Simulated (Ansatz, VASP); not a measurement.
## One calculation of Ti, two programs

Contents of INCAR:

```
PREC = Accurate ; ENCUT = 600
EDIFF = 1E-7 ; ISMEAR = -1
SIGMA = 0.1 ; LREAL = F
LASPH = T ; NELM = 80
ALGO = Normal ; ISIF = 3
LWAVE = F ; LCHARG = F
GGA = PE ; IBRION = 2
NSW = 60 ; EDIFFG = -0.005
```

KPOINTS

```
regular mesh
0
Gamma
  16 16 16
```

File POSCAR:

```
Ti
1.0
   -1.6323180789      1.6323180789      1.6323180789
    1.6323180789     -1.6323180789      1.6323180789
    1.6323180789      1.6323180789     -1.6323180789
Ti
1
Direct
    0.0000000000      0.0000000000      0.0000000000
```

Input for Ansatz:

```yaml
crystal:
  lattice:
    - [-1.6323180789, 1.6323180789, 1.6323180789]
    - [1.6323180789, -1.6323180789, 1.6323180789]
    - [1.6323180789, 1.6323180789, -1.6323180789]
  atoms:
    - { symbol: Ti, position: [0.0, 0.0, 0.0] }
kpoints:
  mp_grid: { grid: [16, 16, 16] }
scf:
  occupations: { method: fermi_dirac, width: 0.1 }
hamiltonian:
  xc: pbe
  pseudopotentials: { kind: paw }
output:
  forces: true
  stress: true
  write_density: true
  write_potential: true
  elf: true
  volumetric_format: npy
relax:
  f_tol: 0.005
  max_steps: 40
  cell: {}
```

Alike in both runs: task relaxation of cell and atoms; functional PBE; k mesh 16 × 16 × 16; occupations fermi-dirac, width 0.1 eV; no spin polarisation.

|  | VASP | Ansatz |
| --- | --- | --- |
| version | VASP 6.6.1 | Ansatz 0.2.0 |
| potentials or method | VASP PAW PBE potentials, release 64 (Ti_sv) | PAW with Ansatz's default frozen-core files, scalar-relativistic |
| plane-wave cutoff (eV) | 600 | 420 |
| valence electrons in the cell | 12 | 12 |

```csv
,VASP,Ansatz,Ansatz less VASP
relaxed volume (Å³/atom),17.28,17.32,+0.042
relaxed cell length with the largest relative difference (Å),2.821,2.823,+0.0023
```
